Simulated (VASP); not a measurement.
# Ru (a cell with a defect) in VASP: single point with r2SCAN

Aim: the single point of Ru (a cell with a defect) with r2SCAN.

Everything below comes from runs of VASP 6.6.1. Logs are shortened: lines on timing, memory, paths and dates and some standing lists are left out, and cuts for length are marked.

## (1) The cell of the first run

The cell holds a defect, 15 atoms: a = 5.412 Å, b = 5.412 Å, c = 8.564 Å, α = 90.00°, β = 90.00°, γ = 120.00°.

## (2) Single point, r2SCAN

The input, POSCAR:

```
Ru
1.0
    5.4116005340      0.0000000000      0.0000000000
   -2.7058002670      4.6865835376      0.0000000000
    0.0000000000      0.0000000000      8.5638000000
Ru
15
Direct
    0.1666666667      0.3333333333      0.1250000000
    0.1666666667      0.3333333333      0.6250000000
    0.3333333333      0.1666666667      0.8750000000
    0.1666666667      0.8333333333      0.1250000000
    0.3333333333      0.6666666667      0.3750000000
    0.1666666667      0.8333333333      0.6250000000
    0.3333333333      0.6666666667      0.8750000000
    0.6666666667      0.3333333333      0.1250000000
    0.8333333333      0.1666666667      0.3750000000
    0.6666666667      0.3333333333      0.6250000000
    0.8333333333      0.1666666667      0.8750000000
    0.6666666667      0.8333333333      0.1250000000
    0.8333333333      0.6666666667      0.3750000000
    0.6666666667      0.8333333333      0.6250000000
    0.8333333333      0.6666666667      0.8750000000
```

The input, INCAR.step1:

```
PREC = Accurate ; ENCUT = 440
ISMEAR = -1 ; SIGMA = 0.05
LREAL = False ; LASPH = True
NELM = 120 ; NBANDS = 118
GGA = PE ; ALGO = Normal
EDIFF = 1E-5 ; LWAVE = True
LCHARG = False ; GGA_COMPAT = False
```

The input, INCAR.step2:

```
PREC = Accurate ; ENCUT = 440
EDIFF = 1E-6 ; ISMEAR = -1
SIGMA = 0.05 ; LREAL = False
LASPH = True ; NELM = 120
ALGO = Normal ; ISIF = 2
LWAVE = False ; LCHARG = True
METAGGA = R2SCAN ; LMIXTAU = True
LELF = True ; LVHAR = True
NBANDS = 118 ; ISTART = 1
GGA_COMPAT = False
```

The input, KPOINTS:

```
regular mesh
0
Gamma
  3 3 2
```

Potentials or basis: VASP PAW PBE potentials, release 64 (Ru_pv).

Started as:

```console
> cat potpaw_PBE.64/Ru_pv/POTCAR > POTCAR
> cp INCAR.step1 INCAR
> mpirun -np 1 vasp_std > vasp.out
> cp INCAR.step2 INCAR
> mpirun -np 1 vasp_std > vasp.out
```

OUTCAR:

```text
PREC = Accurate
   ENCUT = 440
   EDIFF = 1E-6
   ISMEAR = -1
   LREAL = False
   LASPH = True
   NELM = 120
   ISIF = 2
   METAGGA = R2SCAN
   ISTART = 1

 ion  position               nearest neighbor table
   1  0.167  0.333  0.125-   3 2.65   9 2.65  11 2.65   5 2.65   7 2.65   8 2.71   8 2.71  12 2.71
                             4 2.71   4 2.71  12 2.71
   2  0.167  0.333  0.625-   3 2.65   9 2.65  11 2.65   5 2.65   7 2.65  10 2.71  10 2.71  14 2.71
                             6 2.71   6 2.71  14 2.71
   3  0.333  0.167  0.875-   1 2.65   2 2.65   8 2.65  10 2.65   4 2.65   6 2.65  11 2.71  11 2.71
                            15 2.71   7 2.71   7 2.71  15 2.71
   4  0.167  0.833  0.125-   5 2.65   7 2.65  13 2.65  15 2.65   3 2.65  12 2.71  12 2.71   1 2.71
                             1 2.71   8 2.71   8 2.71
   5  0.333  0.667  0.375-   4 2.65   6 2.65  12 2.65  14 2.65   1 2.65   2 2.65  13 2.71  13 2.71
                             9 2.71   9 2.71
   6  0.167  0.833  0.625-   5 2.65   7 2.65  13 2.65  15 2.65   3 2.65  14 2.71  14 2.71   2 2.71
                             2 2.71  10 2.71  10 2.71
   7  0.333  0.667  0.875-   4 2.65   6 2.65  12 2.65  14 2.65   1 2.65   2 2.65  15 2.71  15 2.71
                             3 2.71   3 2.71  11 2.71  11 2.71
   8  0.667  0.333  0.125-   9 2.65  11 2.65   3 2.65  13 2.65  15 2.65   1 2.71   1 2.71  12 2.71
                            12 2.71   4 2.71   4 2.71
   9  0.833  0.167  0.375-   8 2.65  10 2.65   1 2.65   2 2.65  12 2.65  14 2.65  13 2.71   5 2.71
                            13 2.71   5 2.71
  10  0.667  0.333  0.625-   9 2.65  11 2.65   3 2.65  13 2.65  15 2.65   2 2.71   2 2.71   6 2.71
                            14 2.71  14 2.71   6 2.71
  11  0.833  0.167  0.875-   8 2.65  10 2.65   1 2.65   2 2.65  12 2.65  14 2.65   3 2.71   3 2.71
                            15 2.71  15 2.71   7 2.71   7 2.71
  12  0.667  0.833  0.125-  13 2.65  15 2.65   5 2.65   7 2.65   9 2.65  11 2.65   4 2.71   4 2.71
                             8 2.71   8 2.71   1 2.71   1 2.71
  13  0.833  0.667  0.375-  12 2.65  14 2.65   4 2.65   6 2.65   8 2.65  10 2.65   5 2.71   5 2.71
                             9 2.71   9 2.71
  14  0.667  0.833  0.625-  13 2.65  15 2.65   5 2.65   7 2.65   9 2.65  11 2.65   6 2.71   6 2.71
                             2 2.71  10 2.71  10 2.71   2 2.71
  15  0.833  0.667  0.875-  12 2.65  14 2.65   4 2.65   6 2.65   8 2.65  10 2.65   7 2.71   7 2.71
                            11 2.71  11 2.71   3 2.71   3 2.71

  LATTYP: Found a hexagonal cell.
 ALAT       =     5.4116005340
 C/A-ratio  =     1.5824893109

  Lattice vectors:

 A1 = (   5.4116005340,   0.0000000000,   0.0000000000)
 A2 = (  -2.7058002670,   4.6865835376,   0.0000000000)
 A3 = (   0.0000000000,   0.0000000000,   8.5638000000)

Analysis of symmetry for initial positions (statically):
=====================================================================
 Subroutine PRICEL returns:
 Original cell was already a primitive cell.

 Routine SETGRP: Setting up the symmetry group for a
 hexagonal supercell.

 Subroutine GETGRP returns: Found 12 space group operations
 (whereof  2 operations were pure point group operations)
 out of a pool of 24 trial point group operations.

The static configuration has the point symmetry C_1h.
 The point group associated with its full space group is D_3h.

Analysis of symmetry for dynamics (positions and initial velocities):
=====================================================================
 Subroutine PRICEL returns:
 Original cell was already a primitive cell.

 Routine SETGRP: Setting up the symmetry group for a
 hexagonal supercell.

 Subroutine GETGRP returns: Found 12 space group operations
 (whereof  2 operations were pure point group operations)
 out of a pool of 24 trial point group operations.

The dynamic configuration has the point symmetry C_1h.
 The point group associated with its full space group is D_3h.

 Subroutine INISYM returns: Found 12 space group operations
 (whereof  2 operations are pure point group operations),
 and found     1 'primitive' translations

----------------------------------------------------------------------------------------

                                     Primitive cell

  volume of cell :     217.1944

  direct lattice vectors                    reciprocal lattice vectors
     5.411600534  0.000000000  0.000000000     0.184788214  0.106687525  0.000000000
    -2.705800267  4.686583538  0.000000000     0.000000000  0.213375051  0.000000000
[... 51 lines left out ...]
     0.061596071  0.035562508  0.000000000     0.333333333  0.000000000  0.000000000
     0.000000000  0.071125017  0.000000000     0.000000000  0.333333333  0.000000000
     0.000000000  0.000000000  0.058385296     0.000000000  0.000000000  0.500000000

  Length of vectors
     0.071125017  0.071125017  0.058385296

  Shift w.r.t. Gamma in fractional coordinates (k-lattice)
     0.000000000  0.000000000  0.000000000

 Subroutine IBZKPT returns following result:
 ===========================================

 Found      6 irreducible k-points:

 Following reciprocal coordinates:
            Coordinates               Weight
  0.000000  0.000000  0.000000      1.000000
  0.333333  0.000000  0.000000      6.000000
  0.333333  0.333333  0.000000      2.000000
  0.000000  0.000000  0.500000      1.000000
  0.333333  0.000000  0.500000      6.000000
  0.333333  0.333333  0.500000      2.000000
   k-points           NKPTS =      6   k-points in BZ     NKDIM =      6   number of bands    NBANDS=    118
   number of dos      NEDOS =    301   number of ions     NIONS =     15
   total plane-waves  NPLWV =  96000
   dimension x,y,z NGX =    40 NGY =   40 NGZ =   60
   dimension x,y,z NGXF=    80 NGYF=   80 NGZF=  120
   ions per type =              15
   NGX,Y,Z   is equivalent  to a cutoff of  12.29, 12.29, 11.65 a.u.
   NGXF,Y,Z  is equivalent  to a cutoff of  24.58, 24.58, 23.30 a.u.
 SYSTEM =  unknown system
   PREC   = accura    normal or accurate (medium, high low for compatibility)
   ISTART =      1    job   : 0-new  1-cont  2-samecut
   ICHARG =      0    charge: 1-file 2-atom 10-const
   ISPIN  =      1    spin polarized calculation?
   LNONCOLLINEAR =      F non collinear calculations
   LSORBIT =      F    spin-orbit coupling
   LASPH  =      T    aspherical Exc in radial PAW
   ENCUT  =  440.0 eV  32.34 Ry    5.69 a.u.   9.26  9.26 14.65*2*pi/ulx,y,z
   NELM   =    120;   NELMIN=  2; NELMDL=  0     # of ELM steps
   EDIFF  = 0.1E-05   stopping-criterion for ELM
   LREAL  =      F    real-space projection
[... 7 lines left out ...]
   TEBEG  =    0.0;   TEEND  =   0.0 temperature during run
   PSTRESS=    0.0 pullay stress
   NELECT =     210.0000    total number of electrons
   NUPDOWN=      -1.0000    fix difference up-down
   EMIN   =  10.00;   EMAX   =-10.00  energy-range for DOS
   EFERMI =   0.00;   METHOD = LEGACY
   ISMEAR =    -1;   SIGMA  =   0.05  broadening in eV -4-tet -1-fermi 0-gaus
   EFERMI_NEDOS =   21; number of points for ismear=-14 and -15
   IALGO  =     38    algorithm
   IMIX   =      4    mixing-type and parameters
     AMIX     =   0.40;   BMIX     =  1.00
     AMIX_MAG =   1.60;   BMIX_MAG =  1.00
  volume/ion in A,a.u.               =      14.48        97.71
  Fermi-wavevector in a.u.,A,eV,Ry     =   1.618819  3.059125 35.655103  2.620576
  Thomas-Fermi vector in A             =   2.713021
   LORBIT       =      0    0 simple, 1 ext, 2 COOP (PROOUT), +10 PAW based schemes
   METAGGA = R2SCAN    functional components
   LHFCALC =     F    Hartree Fock is set to
   AEXX    =    0.0000 exact exchange contribution
   IVDW    =     0    specifies the selected vdW correction
   LEPSILON=     F    determine dielectric tensor
   LRPA    =     F    only Hartree local field effects (RPA)
 non-spin polarized calculation
  energy-cutoff  :      440.00
  volume of cell :      217.19
 maximum number of plane-waves:      4625
 NGX is ok and might be reduce to    40
   NGX = 19   NGY = 19   NGZ = 29

 number of electron     210.0000049 magnetization

 Free energy of the ion-electron system (eV)
  ---------------------------------------------------
  ext. energy  EPLUGINS =         0.00000000
  ---------------------------------------------------
  free energy    TOTEN  =      -377.94614199 eV

  energy without entropy =     -377.81817610  energy(sigma->0) =     -377.88215904

 E-fermi :  11.6193     XC(G=0): -14.8405

 val. band max:       11.5957222625   @ k =   0.3333   0.0000   0.5000
 cond. band min:      11.6225369027   @ k =   0.0000   0.0000   0.0000
 fundamental gap:      0.0268146401
 Fermi energy:        11.6193397101

 k-point     1 :       0.0000    0.0000    0.0000
  band No.  band energies     occupation
      1     -33.4655      2.00000
      2     -33.4335      2.00000
      3     -33.4040      2.00000
      4     -33.4040      2.00000
      5     -33.3681      2.00000
      6     -33.3681      2.00000
[... 709 lines left out ...]
    116      12.1893      0.00002
    117      12.4622      0.00000
 [bands above 117 left out]

------------------------ aborting loop because EDIFF is reached ----------------------------------------

  FORCE on cell =-STRESS in cart. coord.  units (eV):
  Direction    XX          YY          ZZ          XY          YZ          ZX
  --------------------------------------------------------------------------------------
  -------------------------------------------------------------------------------------
  Total       -5.0589560     -5.0589560    -12.4537715     -0.0000000      0.0000000     -0.0000000
  in kB      -37.3183880    -37.3183880    -91.8677045     -0.0000000      0.0000000     -0.0000000
  external PRESSURE =     -55.5014935 kB  Pullay stress =       0.0000000 kB

 VOLUME and BASIS-vectors are now :
 -----------------------------------------------------------------------------
  energy-cutoff  :      440.00
  volume of cell :      217.19
      direct lattice vectors                 reciprocal lattice vectors
     5.411600534  0.000000000  0.000000000     0.184788214  0.106687525  0.000000000
    -2.705800267  4.686583538  0.000000000     0.000000000  0.213375051  0.000000000
     0.000000000  0.000000000  8.563800000     0.000000000  0.000000000  0.116770592

 POSITION                                       TOTAL-FORCE (eV/Angst)
 -----------------------------------------------------------------------------------
      0.00000      1.56219      1.07048         0.428810     -0.247574      0.121258
      0.00000      1.56219      5.35238         0.428810     -0.247574     -0.121258
      1.35290      0.78110      7.49333         0.000000     -0.000000     -0.000000
     -1.35290      3.90549      1.07048        -0.000000      0.495147      0.121258
     -0.00000      3.12439      3.21143        -0.122434     -0.070687     -0.000000
     -1.35290      3.90549      5.35238        -0.000000      0.495147     -0.121258
     -0.00000      3.12439      7.49333        -0.074225     -0.042854     -0.000000
      2.70580      1.56219      1.07048        -0.428810     -0.247574      0.121258
      4.05870      0.78110      3.21143         0.000000      0.141375     -0.000000
      2.70580      1.56219      5.35238        -0.428810     -0.247574     -0.121258
      4.05870      0.78110      7.49333         0.000000      0.085708     -0.000000
      1.35290      3.90549      1.07048         0.000000     -0.000000      0.238405
      2.70580      3.12439      3.21143         0.122434     -0.070687     -0.000000
      1.35290      3.90549      5.35238         0.000000     -0.000000     -0.238405
      2.70580      3.12439      7.49333         0.074225     -0.042854     -0.000000
 -----------------------------------------------------------------------------------
    total drift:                               -0.000003      0.000002      0.000000

  FREE ENERGIE OF THE ION-ELECTRON SYSTEM (eV)
  ---------------------------------------------------
  free  energy   TOTEN  =      -377.9461419909 eV

  energy  without entropy=     -377.8181760989  energy(sigma->0) =     -377.88215904
```

Wall time 6.3 min (1 thread of AMD EPYC 9R45 (Zen 5), shared host); peak memory 0.34 GiB.

What came out:

* Free energy: -377.9461 eV
* Pressure: -5.6 GPa
* Largest force: 0.510 eV/Å
* Band gap on the k mesh: zero (bands 105 and 106 overlap by 1.06 eV)

Forces in eV/Å, atoms in the order of the input:
```
Ru   0.429 -0.248  0.121
Ru   0.429 -0.248 -0.121
Ru   0.000  0.000  0.000
Ru   0.000  0.495  0.121
Ru  -0.122 -0.071  0.000
Ru   0.000  0.495 -0.121
Ru  -0.074 -0.043  0.000
Ru  -0.429 -0.248  0.121
Ru   0.000  0.141  0.000
Ru  -0.429 -0.248 -0.121
Ru   0.000  0.086  0.000
Ru   0.000  0.000  0.238
Ru   0.122 -0.071  0.000
Ru   0.000  0.000 -0.238
Ru   0.074 -0.043  0.000
```

Levels at points of the mesh, in eV from the Fermi level:
```csv
k point,band 104,band 105,band 106,band 107,band 108,band 109
"(0.00, 0.00, 0.00)",0.62,0.73,0.73,0.83,0.83,1.06
"(0.00, 0.00, 0.50)",0.84,0.93,0.93,0.95,1.03,1.16
```

Caveat: the k points lie up to 0.45 Å⁻¹ apart, too coarse for converged energies and pressures of a metal; the PAW data sets were made with another functional, which shifts forces and pressure a little.

The gap in the log of VASP goes by the Fermi energy; the results here count the filled bands.